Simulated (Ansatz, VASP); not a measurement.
Two plane-wave programs on Ag

INCAR

```
PREC     = Accurate       # precision mode
ENCUT    = 520            # plane-wave cutoff, eV
EDIFF    = 1E-6           # SCF threshold, eV
ISMEAR   = 0              # smearing method
SIGMA    = 0.15           # smearing width, eV
LREAL    = False          # projectors in reciprocal space
LASPH    = True           # aspherical terms in the spheres
NELM     = 100            # most SCF steps
ALGO     = Fast           # electronic algorithm
ISIF     = 2              # what is computed and relaxed
LWAVE    = False          # write WAVECAR
LCHARG   = True           # write CHGCAR
GGA      = PS             # functional
LELF     = True           # ELF
LVHAR    = True         
NBANDS   = 12             # bands
```

Contents of KPOINTS:

```
regular mesh
0
Gamma
  20 20 20
```

Contents of POSCAR:

```
Ag
1.0
    0.0000000000      2.0431000000      2.0431000000
    2.0839620000      0.0000000000      2.0431000000
    2.0839620000      2.0431000000      0.0000000000
Ag
1
Direct
    0.0000000000      0.0000000000      0.0000000000
```

Input for Ansatz:

```yaml
crystal:
  lattice:
    - [0.0, 2.0431, 2.0431]
    - [2.083962, 0.0, 2.0431]
    - [2.083962, 2.0431, 0.0]
  atoms:
    - { symbol: Ag, position: [0.0, 0.0, 0.0] }
basis:
  ecutwfc: 420
kpoints:
  mp_grid: { grid: [20, 20, 20] }
hamiltonian:
  xc: pbesol
scf:
  occupations: { method: gaussian, width: 0.15 }
output:
  forces: true
  stress: true
  eigenvalues: true
```

Change from the starting cell: strain +0.0200 x Voigt [1, 0, 0, 0, 0, 0], atoms carried along.

Alike in both runs: task single point; functional PBEsol; k mesh 20 × 20 × 20; occupations gaussian, width 0.15 eV; no spin polarisation.

|  | VASP | Ansatz |
| --- | --- | --- |
| version | VASP 6.6.1 | Ansatz 0.2.0 |
| potentials or method | VASP PAW PBE potentials, release 64 (Ag), cutoff 520 eV | scalar-relativistic, plane waves, PAW |
| valence electrons in the cell | 11 | 19 |

|  | VASP | Ansatz | Ansatz less VASP |
| --- | --- | --- | --- |
| gap on the k mesh at the Fermi level (eV) | none | none | - |
| pressure (GPa) | -4.6 | -4.6 | +0.09 |
| traceless stress, the component that is largest in VASP (GPa) | -0.52 | -0.52 | -0.004 |

VASP's potentials were made for PBE, not for PBEsol. A gap of «none» marks a metal or a gap that the smearing closes. VASP's potentials hold 11 valence electrons a cell and Ansatz's 19, so a difference there can come from the potentials and not from the codes.
